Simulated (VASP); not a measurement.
# RbH5S8 (C2/m) in VASP: single point with r2SCAN

Aim: the single point of RbH5S8 with r2SCAN.

Everything below comes from runs of VASP 6.6.1. Logs are shortened: lines on timing, memory, paths and dates and some standing lists are left out, and cuts for length are marked.

## Step 1: The cell of the first run

It takes space group C2/m (No. 12, monoclinic). Conventional cell: a = 17.110 Å, b = 3.312 Å, c = 8.302 Å, α = 90.00°, β = 104.74°, γ = 90.00°. Within 2.9 Å of S (site symmetry m) lie 3 S at 2.21 to 2.69 Å and 2 H at 2.74 to 2.81 Å. Within 2.3 Å of S (site symmetry m) lie 2 H at 1.70 Å and 1 S at 2.21 Å. S (site symmetry m) has 2 H at 1.67 Å and 1 S at 2.21 Å within 2.3 Å. Within 2.8 Å of S (site symmetry m) lie 2 H at 2.13 Å and 3 S at 2.21 to 2.69 Å. Within 4.1 Å of Rb (site symmetry 2/m) lie 4 H at 3.15 to 3.51 Å and 10 S at 3.24 to 3.80 Å and 2 Rb at 3.31 Å. H (site symmetry m) has 2 S at 1.70 Å within 2.3 Å. H (site symmetry m) has 2 S at 1.67 Å within 2.2 Å. H (site symmetry 2/m) has 6 S at 2.13 to 2.74 Å within 2.8 Å.

## Step 2: Single point, r2SCAN

Input file POSCAR:

```
RbH5S8
1.0
   -0.0000000968      3.3116670000     -0.0000000255
    8.5549790484     -1.6558332500      0.0000000127
    2.1123480000      0.0000000000     -8.0289690000
S Rb H
8 1 5
Direct
    0.1623836909      0.3247673818      0.8520512946
    0.8376163091      0.6752326182      0.1479487054
    0.1676150255      0.3352300509      0.4388639414
    0.8323849745      0.6647699491      0.5611360586
    0.1583164612      0.3166329224      0.1779742948
    0.8416835388      0.6833670776      0.8220257052
    0.5740486333      0.1480972665      0.8942476805
    0.4259513667      0.8519027335      0.1057523195
    0.5000000000      0.0000000000      0.5000000000
    0.3110715233      0.6221430466      0.5536843520
    0.6889284767      0.3778569534      0.4463156480
    0.3280604874      0.6561209747      0.8381968684
    0.6719395126      0.3438790253      0.1618031316
    0.0000000000      0.0000000000      0.0000000000
```

Input file INCAR.step1:

```
PREC = Accurate ; ENCUT = 550
ISMEAR = 1 ; SIGMA = 0.0184
LREAL = F ; LASPH = T
NELM = 120 ; NBANDS = 44
GGA = PE ; ALGO = Normal
EDIFF = 1E-5 ; LWAVE = T
LCHARG = F ; GGA_COMPAT = F
```

Input file INCAR.step2:

```
PREC = Accurate ; ENCUT = 550
EDIFF = 1E-6 ; ISMEAR = 1
SIGMA = 0.0184 ; LREAL = F
LASPH = T ; NELM = 120
ALGO = Normal ; ISIF = 2
LWAVE = F ; LCHARG = F
METAGGA = R2SCAN ; LMIXTAU = T
NBANDS = 44 ; ISTART = 1
GGA_COMPAT = F
```

Input file KPOINTS:

```
Automatic mesh
0
Gamma
  6 6 3
```

Potentials or basis: VASP PAW PBE potentials, release 64 (S, Rb_sv, H).

Launch:

```console
$ cat potpaw_PBE.64/S/POTCAR potpaw_PBE.64/Rb_sv/POTCAR potpaw_PBE.64/H/POTCAR > POTCAR
$ cp INCAR.step1 INCAR
$ mpirun -np 1 vasp_std > vasp.out
$ cp INCAR.step2 INCAR
$ mpirun -np 1 vasp_std > vasp.out
```

OUTCAR:

```text
PREC = Accurate
   ENCUT = 550
   EDIFF = 1E-6
   ISMEAR = 1
   LREAL = F
   LASPH = T
   NELM = 120
   ISIF = 2
   METAGGA = R2SCAN
   ISTART = 1

 ion  position               nearest neighbor table
   1  0.162  0.325  0.852-   7 2.21   7 2.21   5 2.69
   2  0.838  0.675  0.148-   8 2.21   8 2.21   6 2.69
   3  0.168  0.335  0.439-  11 1.70  11 1.70   5 2.21   9 3.24   9 3.24
   4  0.832  0.665  0.561-  10 1.70  10 1.70   6 2.21   9 3.24   9 3.24
   5  0.158  0.317  0.178-  13 1.67  13 1.67   3 2.21   1 2.69   9 3.68   9 3.68
   6  0.842  0.683  0.822-  12 1.67  12 1.67   4 2.21   2 2.69   9 3.68   9 3.68
   7  0.574  0.148  0.894-   1 2.21   1 2.21   8 2.69   9 3.80
   8  0.426  0.852  0.106-   2 2.21   2 2.21   7 2.69   9 3.80
   9  0.500  0.000  0.500-  10 3.15  11 3.15   3 3.24   4 3.24   3 3.24   4 3.24   5 3.68   6 3.68
                             5 3.68   6 3.68   7 3.80   8 3.80
  10  0.311  0.622  0.554-   4 1.70   4 1.70   9 3.15
  11  0.689  0.378  0.446-   3 1.70   3 1.70   9 3.15
  12  0.328  0.656  0.838-   6 1.67   6 1.67
  13  0.672  0.344  0.162-   5 1.67   5 1.67
  14  0.000  0.000  0.000-

  LATTYP: Found a base centered monoclinic cell.
 ALAT       =    17.1099580000
 B/A-ratio  =     0.1935520239
 C/A-ratio  =     0.4852256159
 COS(beta)  =    -0.2544326284

  Lattice vectors:

 A1 = (  -8.5549789516,  -1.6558337500,   0.0000000128)
 A2 = (  -8.5549790484,   1.6558332500,  -0.0000000127)
 A3 = (   2.1123480000,   0.0000000000,  -8.0289690000)

Analysis of symmetry for initial positions (statically):
=====================================================================
 Subroutine PRICEL returns:
 Original cell was already a primitive cell.

 Routine SETGRP: Setting up the symmetry group for a
 base centered monoclinic supercell.

 Subroutine GETGRP returns: Found  4 space group operations
 (whereof  4 operations were pure point group operations)
 out of a pool of  4 trial point group operations.

The static configuration has the point symmetry C_2h.

Analysis of symmetry for dynamics (positions and initial velocities):
=====================================================================
 Subroutine PRICEL returns:
 Original cell was already a primitive cell.

 Routine SETGRP: Setting up the symmetry group for a
 base centered monoclinic supercell.

 Subroutine GETGRP returns: Found  4 space group operations
 (whereof  4 operations were pure point group operations)
 out of a pool of  4 trial point group operations.

The dynamic configuration has the point symmetry C_2h.

 Subroutine INISYM returns: Found  4 space group operations
 (whereof  4 operations are pure point group operations),
 and found     1 'primitive' translations

----------------------------------------------------------------------------------------

                                     Primitive cell

  volume of cell :     227.4707

  direct lattice vectors                    reciprocal lattice vectors
    -0.000000097  3.311667000 -0.000000026     0.058445488  0.301962729  0.015376471
     8.554979048 -1.655833250  0.000000013     0.116890994  0.000000004  0.030752947
     2.112348000  0.000000000 -8.028969000    -0.000000000 -0.000000001 -0.124548993

  length of vectors
     3.311667000  8.713750643  8.302189908     0.307950972  0.120868723  0.124548993

  position of ions in fractional coordinates (direct lattice)
     0.162383691  0.324767382  0.852051295
     0.837616309  0.675232618  0.147948705
     0.167615025  0.335230051  0.438863941
     0.832384975  0.664769949  0.561136059
     0.158316461  0.316632922  0.177974295
     0.841683539  0.683367078  0.822025705
     0.574048633  0.148097267  0.894247681
     0.425951367  0.851902733  0.105752319
     0.500000000  1.000000000  0.500000000
     0.311071523  0.622143047  0.553684352
     0.688928477  0.377856953  0.446315648
     0.328060487  0.656120975  0.838196868
     0.671939513  0.343879025  0.161803132
     0.000000000  0.000000000  0.000000000

  ion indices of the primitive-cell ions
   primitive index   ion index
                 1           1
                 2           2
                 3           3
                 4           4
                 5           5
                 6           6
                 7           7
                 8           8
                 9           9
                10          10
                11          11
                12          12
                13          13
                14          14

----------------------------------------------------------------------------------------

 KPOINTS: Automatic mesh

Automatic generation of k-mesh.
 Grid dimensions read from file:
 generate k-points for:    6    6    3

 Generating k-lattice:

  Cartesian coordinates                     Fractional coordinates (reciprocal lattice)
     0.009740915  0.050327122  0.002562745     0.166666667 -0.000000000  0.000000000
     0.019481832  0.000000001  0.005125491     0.000000000  0.166666667 -0.000000000
    -0.000000000 -0.000000000 -0.041516331     0.000000000 -0.000000000  0.333333333

  Length of vectors
     0.051325162  0.020144787  0.041516331

  Shift w.r.t. Gamma in fractional coordinates (k-lattice)
     0.000000000  0.000000000  0.000000000

 Subroutine IBZKPT returns following result:
 ===========================================

 Found     34 irreducible k-points:

 Following reciprocal coordinates:
            Coordinates               Weight
  0.000000  0.000000  0.000000      1.000000
  0.166667 -0.000000  0.000000      4.000000
  0.333333 -0.000000  0.000000      4.000000
  0.500000 -0.000000  0.000000      2.000000
 -0.000000  0.166667 -0.000000      2.000000
  0.166667  0.166667 -0.000000      4.000000
[... 16 lines left out ...]
  0.500000  0.166667  0.333333      4.000000
 -0.333333  0.166667  0.333333      4.000000
 [... further k-points ...]
   k-points           NKPTS =     34   k-points in BZ     NKDIM =     34   number of bands    NBANDS=     44
   number of dos      NEDOS =    301   number of ions     NIONS =     14
   total plane-waves  NPLWV = 125440
   dimension x,y,z NGX =    28 NGY =   70 NGZ =   64
   dimension x,y,z NGXF=    56 NGYF=  140 NGZF=  128
   ions per type =               8   1   5
   NGX,Y,Z   is equivalent  to a cutoff of  14.06, 13.36, 12.82 a.u.
   NGXF,Y,Z  is equivalent  to a cutoff of  28.11, 26.71, 25.63 a.u.
 SYSTEM =  unknown system
   PREC   = accura    normal or accurate (medium, high low for compatibility)
   ISTART =      1    job   : 0-new  1-cont  2-samecut
   ICHARG =      0    charge: 1-file 2-atom 10-const
   ISPIN  =      1    spin polarized calculation?
   LNONCOLLINEAR =      F non collinear calculations
   LSORBIT =      F    spin-orbit coupling
   LASPH  =      T    aspherical Exc in radial PAW
   ENCUT  =  550.0 eV  40.42 Ry    6.36 a.u.   6.33 16.66 15.88*2*pi/ulx,y,z
   NELM   =    120;   NELMIN=  2; NELMDL=  0     # of ELM steps
   EDIFF  = 0.1E-05   stopping-criterion for ELM
   LREAL  =      F    real-space projection
   EDIFFG = 0.1E-04   stopping-criterion for IOM
   NSW    =      0    number of steps for IOM
   IBRION =     -1    ionic relax: 0-MD 1-quasi-New 2-CG
   NFREE  =      0    steps in history (QN), initial steepest desc. (CG)
   ISIF   =      2    stress and relaxation
   ISYM   =      2    0-nonsym 1-usesym 2-fastsym
   POTIM  = 0.5000    time-step for ionic-motion
   TEBEG  =    0.0;   TEEND  =   0.0 temperature during run
   PSTRESS=    0.0 pullay stress
   NELECT =      62.0000    total number of electrons
   NUPDOWN=      -1.0000    fix difference up-down
   EMIN   =  10.00;   EMAX   =-10.00  energy-range for DOS
   EFERMI =   0.00;   METHOD = LEGACY
   ISMEAR =     1;   SIGMA  =   0.02  broadening in eV -4-tet -1-fermi 0-gaus
   EFERMI_NEDOS =   21; number of points for ismear=-14 and -15
   IALGO  =     38    algorithm
   IMIX   =      4    mixing-type and parameters
     AMIX     =   0.40;   BMIX     =  1.00
     AMIX_MAG =   1.60;   BMIX_MAG =  1.00
  volume/ion in A,a.u.               =      16.25       109.65
  Fermi-wavevector in a.u.,A,eV,Ry     =   1.061444  2.005838 15.329175  1.126663
  Thomas-Fermi vector in A             =   2.196860
   LORBIT       =      0    0 simple, 1 ext, 2 COOP (PROOUT), +10 PAW based schemes
   METAGGA = R2SCAN    functional components
   LHFCALC =     F    Hartree Fock is set to
   AEXX    =    0.0000 exact exchange contribution
   IVDW    =     0    specifies the selected vdW correction
   LEPSILON=     F    determine dielectric tensor
   LRPA    =     F    only Hartree local field effects (RPA)
 non-spin polarized calculation
 Methfessel and Paxton  Order N= 1 SIGMA  =   0.02
  energy-cutoff  :      550.00
  volume of cell :      227.47
 maximum number of plane-waves:      6696
 NGX is ok and might be reduce to    28
   NGX = 13   NGY = 33   NGZ = 31

 number of electron      62.0000002 magnetization

 Free energy of the ion-electron system (eV)
  ---------------------------------------------------
  ext. energy  EPLUGINS =         0.00000000
  ---------------------------------------------------
  free energy    TOTEN  =       -92.29535786 eV

  energy without entropy =      -92.29547499  energy(sigma->0) =      -92.29539690

 E-fermi :   3.3376     XC(G=0):  -9.5367

 val. band max:        3.3241147931   @ k =   0.1667  -0.0000   0.3333
 cond. band min:       3.3559263608   @ k =   0.0000   0.0000   0.0000
 fundamental gap:      0.0318115678
 Fermi energy:         3.3375603737

 k-point     1 :       0.0000    0.0000    0.0000
  band No.  band energies     occupation
      1     -24.9651      2.00000
      2     -13.8640      2.00000
      3     -13.4067      2.00000
      4     -12.7661      2.00000
      5     -12.7537      2.00000
      6     -10.1792      2.00000
[... 1093 lines left out ...]
     42       9.3435      0.00000
     43       9.5716      0.00000

 [... further k-points ...]

 [bands above 43 left out]

------------------------ aborting loop because EDIFF is reached ----------------------------------------

  FORCE on cell =-STRESS in cart. coord.  units (eV):
  Direction    XX          YY          ZZ          XY          YZ          ZX
  --------------------------------------------------------------------------------------
  -------------------------------------------------------------------------------------
  Total        5.4181576     -9.7052220     -0.7499542      0.0000004      0.0000001      0.9946076
  in kB       38.1625009    -68.3582079     -5.2822618      0.0000032      0.0000007      7.0054650
  external PRESSURE =     -11.8259896 kB  Pullay stress =       0.0000000 kB

 VOLUME and BASIS-vectors are now :
 -----------------------------------------------------------------------------
  energy-cutoff  :      550.00
  volume of cell :      227.47
      direct lattice vectors                 reciprocal lattice vectors
    -0.000000097  3.311667000 -0.000000026     0.058445488  0.301962729  0.015376471
     8.554979048 -1.655833250  0.000000013     0.116890994  0.000000004  0.030752947
     2.112348000  0.000000000 -8.028969000    -0.000000000 -0.000000001 -0.124548993

 POSITION                                       TOTAL-FORCE (eV/Angst)
 -----------------------------------------------------------------------------------
      4.57821      0.00000     -6.84109        -0.078329     -0.000000     -0.014381
      6.08912      1.65583     -1.18788         0.078329      0.000000      0.014381
      3.79492      0.00000     -3.52362        -0.011893      0.000000      0.053321
      6.87241      1.65583     -4.50534         0.011893     -0.000000     -0.053321
      3.08473      0.00000     -1.42895         0.012434     -0.000000     -0.065804
      7.58260      1.65583     -6.60002        -0.012434      0.000000      0.065804
      3.15593      1.65583     -7.17989         0.095689      0.000000      0.018134
      7.51140      0.00000     -0.84908        -0.095689     -0.000000     -0.018134
      1.05617      1.65583     -4.01448        -0.000000      0.000000      0.000000
      6.49199      0.00000     -4.44551         0.002026     -0.000000     -0.008237
      4.17533      1.65583     -3.58345        -0.002026      0.000000      0.008237
      7.38366      0.00000     -6.72986         0.003024      0.000000     -0.005498
      3.28366      1.65583     -1.29911        -0.003024     -0.000000      0.005498
      0.00000      0.00000      0.00000        -0.000000      0.000000      0.000000
 -----------------------------------------------------------------------------------
    total drift:                                0.000000     -0.000000     -0.000000

  FREE ENERGIE OF THE ION-ELECTRON SYSTEM (eV)
  ---------------------------------------------------
  free  energy   TOTEN  =       -92.2953578596 eV

  energy  without entropy=      -92.2954749868  energy(sigma->0) =      -92.29539690
```

It took 14 min on 1 thread of AMD EPYC 9R45 (Zen 5), shared host; peak memory 0.53 GiB.

Results:

| Property | Result |
| --- | --- |
| Free energy | -92.2954 eV |
| Pressure | -1.2 GPa |
| Largest force | 0.097 eV/Å |
| Band gap on the k mesh | 0.03 eV (least direct gap 0.53 eV) |

Forces in eV/Å, atoms in the order of the input:
```
S   -0.078  0.000 -0.014
S    0.078  0.000  0.014
S   -0.012  0.000  0.053
S    0.012  0.000 -0.053
S    0.012  0.000 -0.066
S   -0.012  0.000  0.066
S    0.096  0.000  0.018
S   -0.096  0.000 -0.018
Rb   0.000  0.000  0.000
H    0.002  0.000 -0.008
H   -0.002  0.000  0.008
H    0.003  0.000 -0.005
H   -0.003  0.000  0.005
H    0.000  0.000  0.000
```

Stress tensor (GPa, compression positive):
```
 3.82  0.00  0.70
 0.00 -6.84  0.00
 0.70  0.00 -0.53
```

Caveat: the stress differs along the axes, from -7 to 4 GPa; semilocal functionals underestimate gaps, and a narrow one can read as zero; the PAW data sets were made with another functional, which shifts forces and pressure a little. A k mesh can miss the band edges.
